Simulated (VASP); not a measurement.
Here is a VASP 6.6.1 calculation.

File POSCAR:

```
CeO2
1.0
    0.0000000000      2.7036500000      2.7036500000
    2.7036500000      0.0000000000      2.7036500000
    2.7036500000      2.7036500000      0.0000000000
Ce O
1 2
Direct
    0.0000000000      0.0000000000      0.0000000000
    0.2500000000      0.2500000000      0.2500000000
    0.7500000000      0.7500000000      0.7500000000
```

Contents of INCAR.step1:

```
PREC = Accurate
ENCUT = 520
ISMEAR = 1
SIGMA = 0.1
LREAL = False
LASPH = True
NELM = 150
ISPIN = 2
MAGMOM = 1.3 0 0
LMAXMIX = 6
LDAU = True
LDAUTYPE = 2
LDAUL = 3 -1
LDAUU = 4.5 0
LDAUJ = 0 0
NBANDS = 23
GGA = PE
ALGO = Normal
EDIFF = 1E-4
LWAVE = True
LCHARG = False
```

INCAR.step2

```
PREC = Accurate
ENCUT = 520
EDIFF = 1E-6
ISMEAR = 1
SIGMA = 0.1
LREAL = False
LASPH = True
NELM = 150
ALGO = Normal
ISIF = 2
LWAVE = False
LCHARG = False
ISPIN = 2
MAGMOM = 1.3 0 0
LORBIT = 11
LMAXMIX = 6
LDAU = True
LDAUTYPE = 2
LDAUL = 3 -1
LDAUU = 4.5 0
LDAUJ = 0 0
LDAUPRINT = 1
METAGGA = R2SCAN
LMIXTAU = True
NBANDS = 23
ISTART = 1
```

KPOINTS

```
Automatic mesh
0
Gamma
  7 7 7
```

Potentials or basis: VASP PAW PBE potentials, release 64 (Ce, O).

The run is started by

```sh
$ cat potpaw_PBE.64/Ce/POTCAR potpaw_PBE.64/O/POTCAR > POTCAR
$ cp INCAR.step1 INCAR
$ mpirun -np 1 vasp_std > vasp.out
$ cp INCAR.step2 INCAR
$ mpirun -np 1 vasp_std > vasp.out
```

**Question.** What does it give for the pressure?

**Answer.** 7.6 GPa.

**Question.** What does it give for the net moment?

**Answer.** 0.00 μB per cell.

**Question.** Estimate the band gap on the k mesh.

**Answer.** 2.77 eV (least direct gap 2.88 eV).

Eigenvalues of the final occupation matrices:
| site | spin | trace | eigenvalues |
| --- | --- | --- | --- |
| site 1 f | 1 | 0.35 | 0.03 0.03 0.03 0.05 0.05 0.05 0.13 |
| site 1 f | 2 | 0.35 | 0.03 0.03 0.03 0.05 0.05 0.05 0.13 |

Caveat: the magnetic or orbital state may not be the lowest; the cell stands under pressure; the PAW data sets were made with another functional, which shifts forces and pressure a little; spin-orbit coupling is left out, which moves the levels of the heavy elements; an odd mesh through Γ misses points on the zone boundary, where band edges can lie.
